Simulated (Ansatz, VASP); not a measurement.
One calculation of SrO, two programs

File POSCAR:

```
SrO
1.0
    0.0000000000      2.7922805169      2.7922805169
    2.7922805169      0.0000000000      2.7922805169
    2.7922805169      2.7922805169      0.0000000000
Sr O
1 1
Direct
    0.0000000000      0.0000000000      0.0000000000
    0.2500000000      0.2500000000      0.2500000000
```

Contents of INCAR.step1:

```
SYSTEM = SrO
  ALGO = Normal
  EDIFF = 1E-5
  ENCUT = 520
  GGA = PE
  ISIF = 2
  ISMEAR = 0
  LASPH = .TRUE.
  LREAL = .FALSE.
  LWAVE = .TRUE.
  NBANDS = 15
  NELM = 80
  PREC = Accurate
  SIGMA = 0.2
```

The input INCAR.step2:

```
SYSTEM = SrO
  ALGO = Normal
  EDIFF = 1E-7
  ENCUT = 520
  GGA = PE
  HFSCREEN = 0.2079
  ISIF = 2
  ISMEAR = 0
  ISTART = 1
  LASPH = .TRUE.
  LCHARG = .TRUE.
  LELF = .TRUE.
  LHFCALC = .TRUE.
  LREAL = .FALSE.
  LVHAR = .TRUE.
  LWAVE = .FALSE.
  NBANDS = 15
  NELM = 80
  PREC = Accurate
  PRECFOCK = Normal
  SIGMA = 0.2
```

File KPOINTS:

```
k-points
0
G
  4 4 4
  0 0 0
```

Input for Ansatz:

```yaml
crystal:
  lattice:
    - [0.0, 2.7922805169, 2.7922805169]
    - [2.7922805169, 0.0, 2.7922805169]
    - [2.7922805169, 2.7922805169, 0.0]
  atoms:
    - { symbol: Sr, position: [0.0, 0.0, 0.0] }
    - { symbol: O, position: [0.25, 0.25, 0.25] }
kpoints:
  mp_grid: { grid: [4, 4, 4] }
hamiltonian:
  xc: hse06
scf:
  occupations: { method: gaussian, width: 0.2 }
  n_extra_bands: 4
output:
  forces: true
  stress: true
  eigenvalues: true
```

Alike in both runs: task single point; functional HSE06; k mesh 4 × 4 × 4; occupations gaussian, width 0.2 eV; no spin polarisation.

|  | VASP | Ansatz |
| --- | --- | --- |
| version | VASP 6.6.1 | Ansatz 0.2.0 |
| potentials or method | VASP PAW PBE potentials, release 64 (Sr_sv, O) | plane waves |
| plane-wave cutoff (eV) | 520 | 420 |
| valence electrons in the cell | 16 | 16 |

VASP gave:

- gap on the k mesh at the Fermi level (eV): 3.86
- pressure (GPa): 0.1

Estimate Ansatz's values.

gap on the k mesh at the Fermi level (eV): 3.85; pressure (GPa): -0.4.

The functional is the same, so the differences come from potentials, cutoffs and numerics. Ansatz's warnings: stress exchange threshold loose, stress scf threshold loose.

The k mesh is coarse, so the values compare programs but aren't converged.
